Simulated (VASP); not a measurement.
# SnTe3As (P4/mmm) in VASP: a series of runs

The runs below take SnTe3As through single point, relaxation of cell and atoms, with PBE.

Everything below comes from runs of VASP 6.6.1. Logs are shortened: lines on timing, memory, paths and dates and some standing lists are left out, and cuts for length are marked.

## 1. The cell of the first run

The structure is tetragonal, space group P4/mmm (No. 123). The conventional cell has a = 5.557 Å, b = 5.557 Å, c = 5.987 Å, α = 90.00°, β = 90.00°, γ = 90.00°. Within 3.7 Å of Sn (site symmetry 4/mmm) lie 4 Te at 2.78 Å and 2 As at 2.99 Å. Within 3.7 Å of Te (site symmetry 4/mmm) lie 4 Te at 2.78 Å. Te (site symmetry mmm) has 2 Sn at 2.78 Å and 2 Te at 2.78 Å within 3.7 Å. Within 3.9 Å of As (site symmetry 4/mmm) lie 2 Sn at 2.99 Å.

The cell was built from a structure type or drawn by symmetry, and may not be a known phase.

## 2. Single point, PBE

INCAR

```
ALGO = Normal
EDIFF = 1E-6
ENCUT = 520
GGA = PE
ISIF = 2
ISMEAR = 0
LASPH = True
LCHARG = False
LREAL = False
LWAVE = False
NBANDS = 26
NELM = 60
PREC = Accurate
SIGMA = 0.1
```

KPOINTS

```
k-points
0
Gamma
  4 4 4
```

POSCAR

```
SnTe3As
1.0
    5.5568367800      0.0000000000      0.0000000000
    0.0000000000      5.5568367800      0.0000000000
    0.0000000000      0.0000000000      5.9868786000
Sn Te As
1 3 1
Direct
    0.0000000000      0.0000000000      0.5000000000
    0.5000000000      0.5000000000      0.5000000000
    0.0000000000      0.5000000000      0.5000000000
    0.5000000000      0.0000000000      0.5000000000
    0.0000000000      0.0000000000      0.0000000000
```

Potentials or basis: VASP PAW PBE potentials, release 64 (Sn_d, Te, As).

On the command line:

```bash
cat potpaw_PBE.64/Sn_d/POTCAR potpaw_PBE.64/Te/POTCAR potpaw_PBE.64/As/POTCAR > POTCAR
mpirun -np 1 vasp_std > vasp.out
```

OUTCAR:

```text
EDIFF = 1E-6
   ENCUT = 520
   GGA = PE
   ISIF = 2
   ISMEAR = 0
   LASPH = True
   LREAL = False
   NELM = 60
   PREC = Accurate

 ion  position               nearest neighbor table
   1  0.000  0.000  0.500-   3 2.78   4 2.78   3 2.78   4 2.78   5 2.99   5 2.99
   2  0.500  0.500  0.500-   3 2.78   4 2.78   4 2.78   3 2.78
   3  0.000  0.500  0.500-   1 2.78   2 2.78   1 2.78   2 2.78
   4  0.500  0.000  0.500-   1 2.78   2 2.78   2 2.78   1 2.78
   5  0.000  0.000  0.000-   1 2.99   1 2.99

  LATTYP: Found a simple tetragonal cell.
 ALAT       =     5.5568367800
 C/A-ratio  =     1.0773896800

  Lattice vectors:

 A1 = (   5.5568367800,   0.0000000000,   0.0000000000)
 A2 = (   0.0000000000,   5.5568367800,   0.0000000000)
 A3 = (   0.0000000000,   0.0000000000,   5.9868786000)

Analysis of symmetry for initial positions (statically):
=====================================================================
 Subroutine PRICEL returns:
 Original cell was already a primitive cell.

 Routine SETGRP: Setting up the symmetry group for a
 simple tetragonal supercell.

 Subroutine GETGRP returns: Found 16 space group operations
 (whereof 16 operations were pure point group operations)
 out of a pool of 16 trial point group operations.

The static configuration has the point symmetry D_4h.

Analysis of symmetry for dynamics (positions and initial velocities):
=====================================================================
 Subroutine PRICEL returns:
 Original cell was already a primitive cell.

 Routine SETGRP: Setting up the symmetry group for a
 simple tetragonal supercell.

 Subroutine GETGRP returns: Found 16 space group operations
 (whereof 16 operations were pure point group operations)
 out of a pool of 16 trial point group operations.

The dynamic configuration has the point symmetry D_4h.

 Subroutine INISYM returns: Found 16 space group operations
 (whereof 16 operations are pure point group operations),
 and found     1 'primitive' translations

----------------------------------------------------------------------------------------

                                     Primitive cell

  volume of cell :     184.8654

  direct lattice vectors                    reciprocal lattice vectors
     5.556836780  0.000000000  0.000000000     0.179958498  0.000000000  0.000000000
     0.000000000  5.556836780  0.000000000     0.000000000  0.179958498  0.000000000
     0.000000000  0.000000000  5.986878600     0.000000000  0.000000000  0.167031949

  length of vectors
     5.556836780  5.556836780  5.986878600     0.179958498  0.179958498  0.167031949

  position of ions in fractional coordinates (direct lattice)
     0.000000000  0.000000000  0.500000000
     0.500000000  0.500000000  0.500000000
     0.000000000  0.500000000  0.500000000
     0.500000000  0.000000000  0.500000000
     0.000000000  0.000000000  0.000000000

  ion indices of the primitive-cell ions
   primitive index   ion index
                 1           1
                 2           2
                 3           3
                 4           4
                 5           5

----------------------------------------------------------------------------------------

 KPOINTS: k-points

Automatic generation of k-mesh.
 Grid dimensions read from file:
 generate k-points for:    4    4    4

 Generating k-lattice:

  Cartesian coordinates                     Fractional coordinates (reciprocal lattice)
     0.044989624  0.000000000  0.000000000     0.250000000  0.000000000  0.000000000
     0.000000000  0.044989624  0.000000000     0.000000000  0.250000000  0.000000000
     0.000000000  0.000000000  0.041757987     0.000000000  0.000000000  0.250000000

  Length of vectors
     0.044989624  0.044989624  0.041757987

  Shift w.r.t. Gamma in fractional coordinates (k-lattice)
     0.000000000  0.000000000  0.000000000

 Subroutine IBZKPT returns following result:
 ===========================================

 Found     18 irreducible k-points:

 Following reciprocal coordinates:
            Coordinates               Weight
  0.000000  0.000000  0.000000      1.000000
  0.250000  0.000000  0.000000      4.000000
  0.500000  0.000000  0.000000      2.000000
  0.250000  0.250000  0.000000      4.000000
  0.500000  0.250000  0.000000      4.000000
  0.500000  0.500000  0.000000      1.000000
[... 10 lines left out ...]
  0.500000  0.250000  0.500000      4.000000
  0.500000  0.500000  0.500000      1.000000
   k-points           NKPTS =     18   k-points in BZ     NKDIM =     18   number of bands    NBANDS=     26
   number of dos      NEDOS =    301   number of ions     NIONS =      5
   total plane-waves  NPLWV =  84672
   dimension x,y,z NGX =    42 NGY =   42 NGZ =   48
   dimension x,y,z NGXF=    84 NGYF=   84 NGZF=   96
   ions per type =               1   3   1
   NGX,Y,Z   is equivalent  to a cutoff of  12.57, 12.57, 13.33 a.u.
   NGXF,Y,Z  is equivalent  to a cutoff of  25.13, 25.13, 26.66 a.u.
 SYSTEM =  unknown system
   PREC   = accura    normal or accurate (medium, high low for compatibility)
   ISTART =      0    job   : 0-new  1-cont  2-samecut
   ICHARG =      2    charge: 1-file 2-atom 10-const
   ISPIN  =      1    spin polarized calculation?
   LNONCOLLINEAR =      F non collinear calculations
   LSORBIT =      F    spin-orbit coupling
   LASPH  =      T    aspherical Exc in radial PAW
   ENCUT  =  520.0 eV  38.22 Ry    6.18 a.u.  10.33 10.33 11.13*2*pi/ulx,y,z
   NELM   =     60;   NELMIN=  2; NELMDL= -5     # of ELM steps
   EDIFF  = 0.1E-05   stopping-criterion for ELM
   LREAL  =      F    real-space projection
   EDIFFG = 0.1E-04   stopping-criterion for IOM
   NSW    =      0    number of steps for IOM
   IBRION =     -1    ionic relax: 0-MD 1-quasi-New 2-CG
   NFREE  =      0    steps in history (QN), initial steepest desc. (CG)
   ISIF   =      2    stress and relaxation
   ISYM   =      2    0-nonsym 1-usesym 2-fastsym
   POTIM  = 0.5000    time-step for ionic-motion
   TEBEG  =    0.0;   TEEND  =   0.0 temperature during run
   PSTRESS=    0.0 pullay stress
   NELECT =      37.0000    total number of electrons
   NUPDOWN=      -1.0000    fix difference up-down
   EMIN   =  10.00;   EMAX   =-10.00  energy-range for DOS
   EFERMI =   0.00;   METHOD = LEGACY
   ISMEAR =     0;   SIGMA  =   0.10  broadening in eV -4-tet -1-fermi 0-gaus
   EFERMI_NEDOS =   21; number of points for ismear=-14 and -15
   IALGO  =     38    algorithm
   IMIX   =      4    mixing-type and parameters
     AMIX     =   0.40;   BMIX     =  1.00
     AMIX_MAG =   1.60;   BMIX_MAG =  1.00
  volume/ion in A,a.u.               =      36.97       249.51
  Fermi-wavevector in a.u.,A,eV,Ry     =   0.957613  1.809627 12.476858  0.917023
  Thomas-Fermi vector in A             =   2.086647
   LORBIT       =      0    0 simple, 1 ext, 2 COOP (PROOUT), +10 PAW based schemes
   GGA     = PE    functional components
   LHFCALC =     F    Hartree Fock is set to
   AEXX    =    0.0000 exact exchange contribution
   IVDW    =     0    specifies the selected vdW correction
   LEPSILON=     F    determine dielectric tensor
   LRPA    =     F    only Hartree local field effects (RPA)
 non-spin polarized calculation
 Gauss-broadening in eV      SIGMA  =   0.10
  energy-cutoff  :      520.00
  volume of cell :      184.87
 maximum number of plane-waves:      5052
 NGX is ok and might be reduce to    42
   NGX = 21   NGY = 21   NGZ = 23

 number of electron      37.0000003 magnetization

 Free energy of the ion-electron system (eV)
  ---------------------------------------------------
  ext. energy  EPLUGINS =         0.00000000
  ---------------------------------------------------
  free energy    TOTEN  =       -14.37016153 eV

  energy without entropy =      -14.32904146  energy(sigma->0) =      -14.34960149

 E-fermi :   3.8433     XC(G=0):  -8.1102

 val. band max:        3.8354252063   @ k =   0.5000   0.2500   0.5000
 cond. band min:       3.8565506038   @ k =   0.5000   0.5000   0.2500
 fundamental gap:      0.0211253975
 Fermi energy:         3.8433030387

 k-point     1 :       0.0000    0.0000    0.0000
  band No.  band energies     occupation
      1     -17.8626      2.00000
      2     -17.7697      2.00000
      3     -17.7402      2.00000
      4     -17.7015      2.00000
      5     -17.7015      2.00000
      6     -10.2082      2.00000
[... 18 lines left out ...]
     25       9.1820      0.00000
     26       9.1820      0.00000

 k-point     2 :       0.2500    0.0000    0.0000
  band No.  band energies     occupation
      1     -17.8611      2.00000
      2     -17.7705      2.00000
      3     -17.7392      2.00000
      4     -17.7022      2.00000
      5     -17.7015      2.00000
      6      -9.9439      2.00000
[... 18 lines left out ...]
     25       8.9460      0.00000
     26       9.4292      0.00000

 k-point     3 :       0.5000    0.0000    0.0000
  band No.  band energies     occupation
      1     -17.8597      2.00000
      2     -17.7714      2.00000
      3     -17.7383      2.00000
      4     -17.7029      2.00000
      5     -17.7015      2.00000
      6      -9.4311      2.00000
[... 18 lines left out ...]
     25       9.0759      0.00000
     26       9.1706      0.00000

 k-point     4 :       0.2500    0.2500    0.0000
  band No.  band energies     occupation
      1     -17.8596      2.00000
      2     -17.7714      2.00000
      3     -17.7384      2.00000
      4     -17.7022      2.00000
      5     -17.7022      2.00000
      6      -9.6743      2.00000
[... 18 lines left out ...]
     25       8.9675      0.00000
     26       9.2482      0.00000
[... 322 lines left out ...]
      1     -17.8596      2.00000
      2     -17.7714      2.00000
      3     -17.7373      2.00000
      4     -17.7023      2.00000
      5     -17.7023      2.00000
      6      -9.6521      2.00000
[... 18 lines left out ...]
     25       9.1537      0.00000
     26       9.4086      0.00000

 k-point    17 :       0.5000    0.2500    0.5000
  band No.  band energies     occupation
      1     -17.8581      2.00000
      2     -17.7723      2.00000
      3     -17.7364      2.00000
      4     -17.7030      2.00000
      5     -17.7023      2.00000
      6      -9.1226      2.00000
[... 18 lines left out ...]
     25       8.8745      0.00000
     26       9.4934      0.00000

 k-point    18 :       0.5000    0.5000    0.5000
  band No.  band energies     occupation
      1     -17.8564      2.00000
      2     -17.7733      2.00000
      3     -17.7356      2.00000
      4     -17.7030      2.00000
      5     -17.7030      2.00000
      6      -8.2336      2.00000
[... 18 lines left out ...]
     25       6.5185      0.00000
     26      10.1291      0.00000

------------------------ aborting loop because EDIFF is reached ----------------------------------------

  FORCE on cell =-STRESS in cart. coord.  units (eV):
  Direction    XX          YY          ZZ          XY          YZ          ZX
  --------------------------------------------------------------------------------------
  -------------------------------------------------------------------------------------
  Total       17.4166572     17.4166572     -4.9560619      0.0000000     -0.0000000      0.0000000
  in kB      150.9453201    150.9453201    -42.9528094      0.0000000     -0.0000000      0.0000000
  external PRESSURE =      86.3126103 kB  Pullay stress =       0.0000000 kB

 VOLUME and BASIS-vectors are now :
 -----------------------------------------------------------------------------
  energy-cutoff  :      520.00
  volume of cell :      184.87
      direct lattice vectors                 reciprocal lattice vectors
     5.556836780  0.000000000  0.000000000     0.179958498  0.000000000  0.000000000
     0.000000000  5.556836780  0.000000000     0.000000000  0.179958498  0.000000000
     0.000000000  0.000000000  5.986878600     0.000000000  0.000000000  0.167031949

 POSITION                                       TOTAL-FORCE (eV/Angst)
 -----------------------------------------------------------------------------------
      0.00000      0.00000      2.99344         0.000000      0.000000      0.000000
      2.77842      2.77842      2.99344         0.000000      0.000000      0.000000
      0.00000      2.77842      2.99344         0.000000      0.000000      0.000000
      2.77842      0.00000      2.99344         0.000000      0.000000      0.000000
      0.00000      0.00000      0.00000         0.000000      0.000000      0.000000
 -----------------------------------------------------------------------------------
    total drift:                               -0.000000     -0.000000      0.000000

  FREE ENERGIE OF THE ION-ELECTRON SYSTEM (eV)
  ---------------------------------------------------
  free  energy   TOTEN  =       -14.3701615252 eV

  energy  without entropy=      -14.3290414606  energy(sigma->0) =      -14.34960149
```

It took 2.7 min on 1 thread of Intel Xeon 8259CL, shared host; peak memory 0.33 GiB.

Results:

* Free energy: -14.3702 eV
* Pressure: 8.6 GPa
* Band gap on the k mesh: zero (an odd number of electrons rules out a gap without spin polarisation)

Stress tensor (GPa, compression positive):
```
15.09  0.00  0.00
 0.00 15.09  0.00
 0.00  0.00 -4.30
```

Levels at points of the mesh, in eV from the Fermi level:
| k point | band 16 | band 17 | band 18 | band 19 | band 20 | band 21 | band 22 | band 23 |
| --- | --- | --- | --- | --- | --- | --- | --- | --- |
| (0.00, 0.00, 0.00) | -1.85 | -1.29 | 0.11 | 0.11 | 1.14 | 2.93 | 3.42 | 4.07 |
| (0.50, 0.00, 0.00) | -1.48 | -0.85 | -0.37 | -0.05 | 0.15 | 2.01 | 3.08 | 4.95 |
| (0.50, 0.50, 0.00) | -1.13 | -1.00 | -1.00 | -0.49 | -0.49 | -0.09 | 1.69 | 1.82 |
| (0.00, 0.00, 0.50) | -1.45 | -0.35 | -0.35 | 0.03 | 0.62 | 2.89 | 2.99 | 5.03 |
| (0.50, 0.00, 0.50) | -1.33 | -0.57 | -0.27 | 0.12 | 0.70 | 1.86 | 2.55 | 2.91 |
| (0.50, 0.50, 0.50) | -0.92 | -0.92 | -0.47 | -0.08 | 0.57 | 0.57 | 0.89 | 1.49 |

Caveat: the cell stands under pressure; spin-orbit coupling is left out, which moves the levels of the heavy elements.

(Continued in part 2 of 2.)
